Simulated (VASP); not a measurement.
Write the native input for VASP 6.6.1 that does the following.

```
Task                               : single point
Functional                         : HSE06
Potentials or basis                : VASP PAW PBE potentials, release 64 (Mg, O)
Cutoff                             : 520 eV
k mesh                             : 6 × 6 × 6
Occupations                        : fermi-dirac, width 0.02 eV
Spin                               : no spin polarisation
Dipole correction                  : no
Grid for exact exchange (PRECFOCK) : Normal
Further INCAR settings             : ALGO = Normal; EDIFF = 1e-06; NBANDS = 11
Share of exact exchange            : 0.25
Screening parameter                : 0.2079 1/Å
```

Crystal: MgO (rock salt type).

```
Mg O
1.0
     0.00000    2.12500    2.12500
     2.12500    0.00000    2.12500
     2.12500    2.12500    0.00000
Mg O
1 1
Direct
  0.00000 0.00000 0.00000
  0.50000 0.50000 0.50000
```

These files were run (other wordings do the same):

POSCAR

```
MgO
1.0
    0.0000000000      2.1250000000      2.1250000000
    2.1250000000      0.0000000000      2.1250000000
    2.1250000000      2.1250000000      0.0000000000
Mg O
1 1
Direct
    0.0000000000      0.0000000000      0.0000000000
    0.5000000000      0.5000000000      0.5000000000
```

INCAR.step1

```
PREC     = Accurate       # precision mode
ENCUT    = 520            # plane-wave cutoff, eV
EDIFF    = 1E-5           # SCF threshold, eV
ISMEAR   = -1             # smearing method
SIGMA    = 0.02           # smearing width, eV
LREAL    = F              # projectors in reciprocal space
LASPH    = T              # aspherical terms in the spheres
NELM     = 60             # most SCF steps
ALGO     = Normal         # electronic algorithm
ISIF     = 2              # what is computed and relaxed
LWAVE    = T              # write WAVECAR
LCHARG   = F              # write CHGCAR
GGA      = PE             # functional
NBANDS   = 11             # bands
```

INCAR.step2

```
PREC     = Accurate       # precision mode
ENCUT    = 520            # plane-wave cutoff, eV
EDIFF    = 1E-6           # SCF threshold, eV
ISMEAR   = -1             # smearing method
SIGMA    = 0.02           # smearing width, eV
LREAL    = F              # projectors in reciprocal space
LASPH    = T              # aspherical terms in the spheres
NELM     = 60             # most SCF steps
ALGO     = Normal         # electronic algorithm
ISIF     = 2              # what is computed and relaxed
LWAVE    = F              # write WAVECAR
LCHARG   = F              # write CHGCAR
GGA      = PE             # functional
LHFCALC  = T              # exact exchange
HFSCREEN = 0.2079         # screening, 1/A
PRECFOCK = Normal       
ISTART   = 1            
NBANDS   = 11             # bands
```

KPOINTS

```
Automatic mesh
0
Gamma
  6 6 6
```

Potentials or basis: VASP PAW PBE potentials, release 64 (Mg, O).

Launch:

```sh
$ cat potpaw_PBE.64/Mg/POTCAR potpaw_PBE.64/O/POTCAR > POTCAR
$ cp INCAR.step1 INCAR
$ mpirun -np 1 vasp_std > vasp.out
$ cp INCAR.step2 INCAR
$ mpirun -np 1 vasp_std > vasp.out
```

It gave:

```yaml
Pressure: -5.7 GPa
Band_gap_on_the_k_mesh: 6.16 eV
```

Caveat: the k points lie up to 0.43 Å⁻¹ apart; the PAW data sets were made with another functional, which shifts forces and pressure a little.

It took 5.5 min on 1 thread of AMD EPYC 7R13 Processor (Zen 3), with other jobs on the host, peak memory 0.22 GiB.
